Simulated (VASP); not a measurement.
Input of a VASP 6.6.1 run:

File INCAR:

```
SYSTEM = CdS
  PREC = Accurate
  ENCUT = 520
  EDIFF = 1E-8
  ISMEAR = -1
  SIGMA = 0.02
  LREAL = .FALSE.
  LASPH = .TRUE.
  NELM = 100
  ALGO = Normal
  ISIF = 2
  LWAVE = .FALSE.
  LCHARG = .FALSE.
  GGA = PS
  LEFG = .TRUE.
  NBANDS = 16
```

The input KPOINTS:

```
regular mesh
0
G
  7 7 7
  0 0 0
```

POSCAR

```
CdS
1.0
    0.0000000000      3.0006730886      3.0006730886
    3.0006730886      0.0000000000      3.0006730886
    3.0006730886      3.0006730886      0.0000000000
Cd S
1 1
Direct
    0.0000000000      0.0000000000      0.0000000000
    0.7500000000      0.7500000000      0.7500000000
```

Potentials or basis: VASP PAW PBE potentials, release 64 (Cd, S).

Command:

```bash
$ cat potpaw_PBE.64/Cd/POTCAR potpaw_PBE.64/S/POTCAR > POTCAR
$ mpirun -np 1 vasp_std > vasp.out
```

Predict the pressure.

-4.2 GPa.

What does it give for the band gap on the k mesh?

0.83 eV, direct.

Caveat: without QUAD_EFG the Cq values of the log hold for a quadrupole moment of 1 mb, not for the nuclei; the PAW data sets were made with another functional, which shifts forces and pressure a little.
